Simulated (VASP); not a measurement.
The system is Si.

```
Si
1.0
    -2.25100    2.36850    1.27500
     2.25100   -2.36850    1.27500
     2.25100    2.36850   -1.27500
Si
2
Cartesian
  0.0000 1.1843 0.1453
  2.2510 1.1843 1.1296
```

Base run:

* Program: VASP 6.6.1
* Functional: BLYP
* Potentials or basis: VASP PAW PBE potentials, release 64 (Si)
* Cutoff: 500 eV
* k mesh: 13 × 13 × 13
* Occupations: methfessel-paxton, width 0.05 eV
* Spin: no spin polarisation

Its results: band gap on the k mesh zero (bands 4 and 5 overlap by 6.97 eV); pressure 23.7 GPa; largest force 0.085 eV/Å.

Question: The run is repeated on the same cell with these changes: functional from BLYP to PBE. What comes out?

Answer: Band gap on the k mesh zero (bands 4 and 5 overlap by 7.12 eV); pressure 15.7 GPa; largest force 0.008 eV/Å.

PBE binds more tightly than BLYP, so the same cell stands under less pressure.

Caveats: the cell stands under pressure; the PAW data sets were made with another functional, which shifts forces and pressure a little (at least some runs).
